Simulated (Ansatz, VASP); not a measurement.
# One calculation of MgO, two programs

```
Mg O
1.0
     0.00000    2.09010    2.09010
     2.09010    0.00000    2.09010
     2.09010    2.09010    0.00000
Mg O
1 1
Direct
  0.02524 0.02524 0.97476
  0.46166 0.46166 0.53834
```

Change from the starting cell: mode 6 frozen in at -0.162 Å, equal normal strain along x, y and z -0.0083.

Alike in both runs: task single point; functional PBEsol; k mesh 10 × 10 × 10; occupations gaussian, width 0.05 eV; no spin polarisation.

```csv
,VASP,Ansatz
version,VASP 6.6.1,Ansatz 0.2.0
potentials or method,"VASP PAW PBE potentials, release 64 (Mg, O), cutoff 520 eV","scalar-relativistic, plane waves, PAW"
valence electrons in the cell,8,16
```

|  | VASP | Ansatz | Ansatz less VASP |
| --- | --- | --- | --- |
| gap on the k mesh at the Fermi level (eV) | 4.84 | 4.84 | +0.002 |
| least direct gap on the mesh (eV) | 4.84 | 4.84 | +0.002 |
| pressure (GPa) | 11.9 | 12.1 | +0.28 |
| traceless stress, the component that is largest in VASP (GPa) | 20.25 | 19.74 | -0.518 |
| rms of the force components (eV/Å) | 1.418 | 1.389 | -0.0292 |

VASP's potentials were made for PBE, not for PBEsol, and Ansatz warns of the same on its side. Atom by atom the forces differ by 0.029 eV/Å (rms over components). VASP's potentials hold 8 valence electrons a cell and Ansatz's 16, so a difference there can come from the potentials and not from the codes.
